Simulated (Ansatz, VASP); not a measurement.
Rh in VASP and in Ansatz

INCAR

```
SYSTEM = Rh
PREC = Accurate
ENCUT = 520
EDIFF = 1E-6
ISMEAR = 0
SIGMA = 0.15
LREAL = .FALSE.
LASPH = .TRUE.
NELM = 80
ALGO = Normal
ISIF = 2
LWAVE = .FALSE.
LCHARG = .FALSE.
NBANDS = 14
```

File KPOINTS:

```
Automatic mesh
0
G
  20 20 20
  0 0 0
```

POSCAR

```
Rh
1.0
    0.0000000000      1.9019998307      1.8770352617
    1.9019998307      0.0000000000      1.8770352617
    1.9019998307      1.9019998307      0.0000000000
Rh
1
Direct
    0.0000000000      0.0000000000      0.0000000000
```

Input for Ansatz:

```yaml
crystal:
  lattice:
    - [0.0, 1.9019998307, 1.8770352617]
    - [1.9019998307, 0.0, 1.8770352617]
    - [1.9019998307, 1.9019998307, 0.0]
  atoms:
    - { symbol: Rh, position: [0.0, 0.0, 0.0] }
basis:
  ecutwfc: 420
kpoints:
  mp_grid: { grid: [20, 20, 20] }
hamiltonian:
  xc: lda
  pseudopotentials: { kind: paw, azcp: { folder: soft_1 } }
scf:
  occupations: { method: gaussian, width: 0.15 }
output:
  forces: true
  stress: true
  eigenvalues: true
```

Change from the starting cell: engineering shear strain xy +0.0000, equal normal strain along x and y +0.0133.

Alike in both runs: task single point; functional LDA; k mesh 20 × 20 × 20; occupations gaussian, width 0.15 eV; no spin polarisation.

|  | VASP | Ansatz |
| --- | --- | --- |
| version | VASP 6.6.1 | Ansatz 0.2.0 |
| potentials or method | VASP PAW LDA potentials, release 64 (Rh_pv), cutoff 520 eV | scalar-relativistic, plane waves, PAW |
| valence electrons in the cell | 15 | 17 |

Ansatz gave:

```
gap on the k mesh at the Fermi level (eV)                     : none
pressure (GPa)                                                : -7.8
traceless stress, the component that is largest in VASP (GPa) : 2.19
```

Q: Estimate VASP's values.

A: gap on the k mesh at the Fermi level (eV): none; pressure (GPa): -7.0; traceless stress, the component that is largest in VASP (GPa): 2.18.

Ansatz warns that its potentials were made for another functional, while VASP's fit it. LDA's correlation is that of Perdew and Zunger in VASP and of Perdew and Wang (1992) in Ansatz. A gap of «none» marks a metal or a gap that the smearing closes. VASP's potentials hold 15 valence electrons a cell and Ansatz's 17, so a difference there can come from the potentials and not from the codes.
